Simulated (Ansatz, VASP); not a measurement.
## MgI2 in VASP and in Ansatz

```
Mg I
1.0
     4.31985    0.00000    0.00000
    -2.15992    3.74110    0.00000
     0.00000    0.00000    6.31304
Mg I
1 2
Direct
  0.00000 0.00000 0.00000
  0.33333 0.66667 0.75763
  0.66667 0.33333 0.24237
```

Change from the starting cell: strain +0.040 along x and y, -0.080 along z, atoms carried along.

Alike in both runs: task single point; functional PBE; dispersion D3(BJ); k mesh 6 × 6 × 4; occupations gaussian, width 0.05 eV; no spin polarisation.

|  | VASP | Ansatz |
| --- | --- | --- |
| version | VASP 6.6.1 | Ansatz 0.2.0 |
| potentials or method | VASP PAW PBE potentials, release 64 (Mg, I), cutoff 520 eV | scalar-relativistic, plane waves, PAW |
| valence electrons in the cell | 16 | 44 |

Ansatz gave:

| Property | Result |
| --- | --- |
| gap on the k mesh at the Fermi level (eV) | 2.91 |
| least direct gap on the mesh (eV) | 2.91 |
| pressure (GPa) | -0.2 |
| traceless stress, the component that is largest in VASP (GPa) | 2.30 |
| rms of the force components (eV/Å) | 0.146 |

Problem. Estimate VASP's values.

Solution. gap on the k mesh at the Fermi level (eV): 2.89; least direct gap on the mesh (eV): 2.89; pressure (GPa): -0.2; traceless stress, the component that is largest in VASP (GPa): 2.31; rms of the force components (eV/Å): 0.141.

Atom by atom the forces differ by 0.004 eV/Å (rms over components). VASP's potentials hold 16 valence electrons a cell and Ansatz's 44, so a difference there can come from the potentials and not from the codes.

Spin-orbit coupling is off throughout.
